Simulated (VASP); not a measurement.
Input of a VASP 6.6.1 run:

INCAR

```
SYSTEM = InSbO2
PREC = Accurate
ENCUT = 520
EDIFF = 1E-6
ISMEAR = 0
SIGMA = 0.1
LREAL = .False.
LASPH = .True.
NELM = 60
ALGO = Normal
ISIF = 2
LWAVE = .False.
LCHARG = .False.
GGA = PE
NBANDS = 23
```

File KPOINTS:

```
regular mesh
0
Gamma
  18 18 6
  0 0 0
```

File POSCAR:

```
InSbO2
1.0
    3.4427320483      0.0000000000      0.0000000000
   -1.7213660242      2.9814934122      0.0000000000
    0.0000000000      0.0000000000      8.0472457676
In Sb O
1 1 2
Direct
    0.0000000000      0.0000000000      0.0000000000
    0.0000000000      0.0000000000      0.5000000000
    0.0000000000      0.0000000000      0.2519816494
    0.0000000000      0.0000000000      0.7480183506
```

Potentials or basis: VASP PAW PBE potentials, release 64 (In_d, Sb, O).

Launch:

```console
$ cat potpaw_PBE.64/In_d/POTCAR potpaw_PBE.64/Sb/POTCAR potpaw_PBE.64/O/POTCAR > POTCAR
$ mpirun -np 1 vasp_std > vasp.out
```

Problem. What does it give for the pressure?

Solution. 0.1 GPa.

Problem. Predict the band gap on the k mesh.

Solution. Zero (bands 15 and 16 overlap by 1.15 eV).

Stress tensor (GPa, compression positive):
```
-0.09  0.00  0.00
 0.00 -0.09  0.00
 0.00  0.00  0.55
```

Caveat: spin-orbit coupling is left out, which moves the levels of the heavy elements.
